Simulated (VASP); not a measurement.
The system is SiC.

```xyz
2
Lattice="0.0697 2.1607 2.1607 2.1607 0.0697 2.1607 2.1607 2.1607 0.0697" Properties=species:S:1:pos:R:3 pbc="T T T"
Si    0.0077    0.0077    0.0077
C     1.0901    1.0901    1.0901
```

This cell differs from its parent crystal: epitaxial 111 strain -4.0%.

Base run:

| Item | Value |
| --- | --- |
| Program | VASP 6.6.1 |
| Functional | r2SCAN |
| Potentials or basis | VASP PAW PBE potentials, release 64 (Si, C) |
| Cutoff | 520 eV |
| k mesh | 10 × 10 × 10 |
| Occupations | gaussian, width 0.01 eV |
| Spin | no spin polarisation |

Its results: band gap on the k mesh 1.40 eV (least direct gap 4.76 eV); pressure 19.3 GPa; largest force 0.004 eV/Å.

**Question.** The run is repeated on the same cell with these changes: functional from r2SCAN to HSE06; k mesh from 10 × 10 × 10 to 8 × 8 × 8. What comes out?

**Answer.** Band gap on the k mesh 1.91 eV (least direct gap 5.43 eV); pressure 17.9 GPa; largest force 0.015 eV/Å.

Several settings changed at once.

Caveats: the cell stands under pressure; the PAW data sets were made with another functional, which shifts forces and pressure a little.

A k mesh can miss the band edges.
